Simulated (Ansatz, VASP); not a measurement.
# One calculation of Pb, two programs

```
Pb
1.0
     0.00000    3.43900    3.33583
     3.43900    0.00000    3.33583
     3.43900    3.43900    0.00000
Pb
2
Direct
  0.00000 0.00000 0.00000
  0.25000 0.25000 0.25000
```

Change from the starting cell: zz strain of -3 %.

Alike in both runs: task single point; functional LDA; k mesh 8 × 8 × 8; occupations fermi-dirac, width 0.05 eV; no spin polarisation.

```csv
,VASP,Ansatz
version,VASP 6.6.1,Ansatz 0.2.0
potentials or method,"VASP PAW LDA potentials, release 64 (Pb_d), cutoff 520 eV","all-electron LAPW, scalar-relativistic"
```

```tsv
	VASP	Ansatz	Ansatz less VASP
pressure (GPa)	0.2	0.2	+0.01
traceless stress, the component that is largest in VASP (GPa)	0.24	0.25	+0.001
```

LDA's correlation is that of Perdew and Zunger in VASP and of Perdew and Wang (1992) in Ansatz. Ansatz ran all-electron here, and VASP with PAW potentials.

Neither program's run includes spin-orbit coupling.
